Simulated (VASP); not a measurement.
HfC, 4 atoms in the cell. The structure is hexagonal, space group P6_3/mmc (No. 194). The conventional cell has a = 3.475 Å, b = 3.475 Å, c = 5.409 Å, α = 90.00°, β = 90.00°, γ = 120.00°. Hf (site symmetry -6m2) has 6 C at 2.42 Å within 3.2 Å. C (site symmetry -3m) has 6 Hf at 2.42 Å and 2 C at 2.70 Å within 3.2 Å. 

* Program: VASP 6.6.1
* Task: single point
* Functional: LDA
* Potentials or basis: VASP PAW LDA potentials, release 64 (Hf_pv, C)
* Cutoff: 600 eV
* k mesh: 15 × 15 × 8
* Occupations: gaussian, width 0.1 eV
* Spin: no spin polarisation
* Dipole correction: no
* Further INCAR settings: ALGO = Normal; EDIFF = 1e-06; NBANDS = 22

Potentials or basis: VASP PAW LDA potentials, release 64 (Hf_pv, C).

Command:

```sh
$ cat potpaw_LDA.64/Hf_pv/POTCAR potpaw_LDA.64/C/POTCAR > POTCAR
$ mpirun -np 1 vasp_std > vasp.out
```

Hardware: 1 thread of Intel Xeon 6975P-C, with other jobs on the host.

Question: Estimate the wall time of this run.

Answer: It took 2.8 min on 1 thread of Intel Xeon 6975P-C (shared host), peak memory 0.3 GiB. Counts: scf iterations 15, k points 135.
